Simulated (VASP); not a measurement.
**PtS2: single point with PBE**

Crystal: PtS2.

```
Pt S
1.0
     3.35385   -0.03887    0.14173
    -1.71059    2.96283   -0.00001
     0.20155    0.11635    4.91454
Pt S
1 2
Cartesian
  0.0231 -0.0401 0.0000
  -0.0176 1.9918 1.2292
  1.8393 1.0886 3.8271
```

This cell differs from its parent crystal: strained and its atoms moved.

| Quantity | Value |
| --- | --- |
| Program | VASP 6.6.1 |
| Task | single point |
| Functional | PBE |
| Potentials or basis | VASP PAW PBE potentials, release 64 (Pt, S) |
| Cutoff | 520 eV |
| k mesh | 12 × 12 × 8 |
| Occupations | gaussian, width 0.05 eV |
| Spin | no spin polarisation |
| Dipole correction | no |
| Further INCAR settings | ALGO = Normal; EDIFF = 1e-06; NBANDS = 18 |

```
Pressure               : 34.6 GPa
Largest force          : 2.942 eV/Å
Band gap on the k mesh : 0.58 eV (least direct gap 0.75 eV)
```

Forces in eV/Å, atoms in the order of the input:
```
Pt  -0.744  1.289  0.000
S   -0.997 -1.435  2.367
S    1.741  0.146 -2.367
```

Stress tensor (GPa, compression positive):
```
 45.57  10.67 -12.55
 10.67  33.26  -7.25
-12.55  -7.25  25.09
```

Levels at points of the mesh, in eV from the valence-band top:
```
           k point  band 7  band 8  band 9  band 10  band 11  band 12  band 13  band 14  band 15  band 16
(0.00, 0.00, 0.00)   -4.71   -2.53   -1.23    -1.23    -0.19     2.32     2.47     4.57     6.70     7.66
(0.50, 0.00, 0.00)   -3.92   -3.91   -3.79    -3.74    -2.84     2.11     2.64     5.69     6.21     7.66
(0.00, 0.50, 0.00)   -4.06   -3.74   -3.51    -3.32    -2.58     1.56     3.06     5.97     6.01     8.25
(0.00, 0.00, 0.50)   -4.72   -3.30   -1.62    -1.34    -0.95     2.62     3.38     5.14     7.22     8.10
(0.50, 0.00, 0.50)   -3.98   -3.81   -3.50    -2.97    -2.20     1.60     3.20     4.89     5.25     7.89
(0.00, 0.50, 0.50)   -3.78   -3.74   -3.35    -3.00    -1.48     2.00     2.67     5.08     5.56     6.87
```

Wall time 6.7 min on 1 thread of Intel Xeon 8259CL, on a shared host, peak memory 0.39 GiB.

Caveat: the cell differs from its parent crystal (strained and its atoms moved); the cell stands under pressure; spin-orbit coupling is left out, which moves the levels of the heavy elements; forces of over 1 eV/Å act on the atoms, so gaps and moduli don't describe the material at rest. A k mesh can miss the band edges.
